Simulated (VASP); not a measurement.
Set up this calculation in VASP 6.6.1, as the native input.

```
Task                   : single point
Functional             : PBE
Potentials or basis    : VASP PAW PBE potentials, release 64 (C)
Cutoff                 : 520 eV
k mesh                 : 18 × 18 × 2
Occupations            : gaussian, width 0.01 eV
Spin                   : no spin polarisation
Dipole correction      : no
Further INCAR settings : ALGO = Normal; EDIFF = 1e-06; NBANDS = 36
```

The structure of C lies in POSCAR:

```
C
1.0
    2.4665162697      0.0000000000      0.0000000000
   -1.2332581348      2.1360657484      0.0000000000
    0.0000000000      0.0000000000     25.2124673726
C
12
Direct
    0.0000000000      0.0000000000      0.9175619738
    0.3333333333      0.6666666667      0.9175585647
    0.0000000000      0.0000000000      0.7491081020
    0.3333333333      0.6666666667      0.7491046929
    0.6666666667      0.3333333333      0.2508953071
    0.0000000000      0.0000000000      0.2508918980
    0.6666666667      0.3333333333      0.0824414353
    0.0000000000      0.0000000000      0.0824380262
    0.3333333333      0.6666666667      0.5842286405
    0.6666666667      0.3333333333      0.5842252313
    0.3333333333      0.6666666667      0.4157747687
    0.6666666667      0.3333333333      0.4157713595
```

This cell differs from its parent crystal: strain along c alone, the other axes held: -2.0 %, then relaxed in part.

These files were run (other wordings do the same):

INCAR

```
SYSTEM = C
  ALGO = Normal
  EDIFF = 1E-6
  ENCUT = 520
  GGA = PE
  ISIF = 2
  ISMEAR = 0
  LASPH = .True.
  LCHARG = .False.
  LREAL = .False.
  LWAVE = .False.
  NBANDS = 36
  NELM = 60
  PREC = Accurate
  SIGMA = 0.01
```

KPOINTS

```
k-points
0
Gamma
  18 18 2
  0 0 0
```

Potentials or basis: VASP PAW PBE potentials, release 64 (C).

Command:

```sh
$ cat potpaw_PBE.64/C/POTCAR > POTCAR
$ mpirun -np 1 vasp_std > vasp.out
```

It gave:

* Pressure: 0.4 GPa

Caveat: the cell differs from its parent crystal (strain along c alone, the other axes held: -2.0 %, then relaxed in part); this functional lacks dispersion, which binds layers or chains, so the pressure and a relaxed spacing across them are unreliable.

Run time: 8.4 min on 1 thread of Oxide Virtual Turin-like Processor (shared host), peak memory 0.34 GiB.
